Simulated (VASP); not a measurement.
EuS: single point with PBEsol+U

**What was measured.**

From “Crystal-field mediated electronic transitions of EuS up to 35 GPa”, 2022, pmc:8786971, for a powder of EuS at 300 K: band gap 1.72 eV (optical).

Crystal: EuS.

```
CELL_PARAMETERS angstrom
0.00000 2.92058 2.92058
2.92058 0.00000 2.92058
2.92058 2.92058 0.00000
ATOMIC_POSITIONS crystal
Eu 0.00000 0.00000 0.00000
S 0.50000 0.50000 0.50000
```

```json
{"Program": "VASP 6.6.1", "Task": "single point", "Functional": "PBEsol", "Potentials or basis": "VASP PAW PBE potentials, release 64 (Eu, S)", "Cutoff": "600 eV", "k mesh": "8 × 8 × 8", "Occupations": "fermi-dirac, width 0.05 eV", "Spin": "collinear spin, ferromagnetic start", "Starting moments": "[7.0, 0.0] μB", "Hubbard terms": "Eu f U = 4.0 eV", "Dipole correction": "no", "Further INCAR settings": "ALGO = Normal; EDIFF = 1e-06; NBANDS = 22"}
```

```
Pressure                                              : -0.2 GPa
Band gap on the k mesh                                : zero (filled and empty bands overlap)
Net moment                                            : 7.00 μB per cell
Site moments                                          : Eu +6.68; S -0.07 μB
Valence electrons inside the program's atomic spheres : Eu 14.83; S 3.75
```

Levels at points of the mesh, in eV from the Fermi level:
Spin up:
| k point | band 11 | band 12 | band 13 | band 14 | band 15 | band 16 | band 17 | band 18 | band 19 | band 20 |
| --- | --- | --- | --- | --- | --- | --- | --- | --- | --- | --- |
| (0.00, 0.00, 0.00) | -0.47 | -0.47 | 0.07 | 0.07 | 0.07 | 1.65 | 1.65 | 1.65 | 1.66 | 2.61 |
| (0.50, 0.00, 0.00) | -0.60 | -0.48 | -0.48 | -0.46 | -0.46 | 3.60 | 4.08 | 4.54 | 4.54 | 7.45 |
| (0.50, 0.50, 0.00) | -0.51 | -0.51 | -0.49 | -0.42 | -0.18 | -0.18 | 3.87 | 4.12 | 5.55 | 5.71 |
Spin down:
| k point | band 6 | band 7 | band 8 | band 9 | band 10 | band 11 |
| --- | --- | --- | --- | --- | --- | --- |
| (0.00, 0.00, 0.00) | -1.99 | -1.99 | -1.99 | 2.19 | 2.36 | 2.36 |
| (0.50, 0.00, 0.00) | -4.79 | -3.30 | -3.30 | 3.72 | 4.81 | 5.56 |
| (0.50, 0.50, 0.00) | -3.15 | -2.34 | -2.34 | 0.19 | 4.73 | 4.78 |

Eigenvalues of the final occupation matrices:
| site | spin | trace | eigenvalues |
| --- | --- | --- | --- |
| site 1 f | 1 | 6.75 | 0.96 0.96 0.96 0.97 0.97 0.97 0.97 |
| site 1 f | 2 | 0.01 | 0.00 0.00 0.00 0.00 0.00 0.00 0.00 |

Run time: 99 s on 1 thread of AMD EPYC 9R45 96-Core Processor (Zen 5), on a shared host, peak memory 0.25 GiB.

A measured gap of EuS is 1.72 eV (optical; 300 K; powder; “Crystal-field mediated electronic transitions of EuS up to 35 GPa”, 2022, pmc:8786971); the calculated 0.00 eV misses it by -1.72 eV. So large a miss can be the level of theory's own, or it may mean another phase, state or a wrong row. Spin-orbit coupling on Eu is left out. The value is that of PBEsol+U on a finite k mesh, which can miss the band edges, without temperature or zero-point motion. The run's magnetic order (collinear spin, ferromagnetic start) needn't be the measured crystal's.

Caveat: the PAW data sets were made with another functional, which shifts forces and pressure a little; spin-orbit coupling is left out, which moves the levels of the heavy elements; a cell with one magnetic atom can't hold antiferromagnetic order, which such compounds often take. The state reached can hang on the start; a lower one may exist.
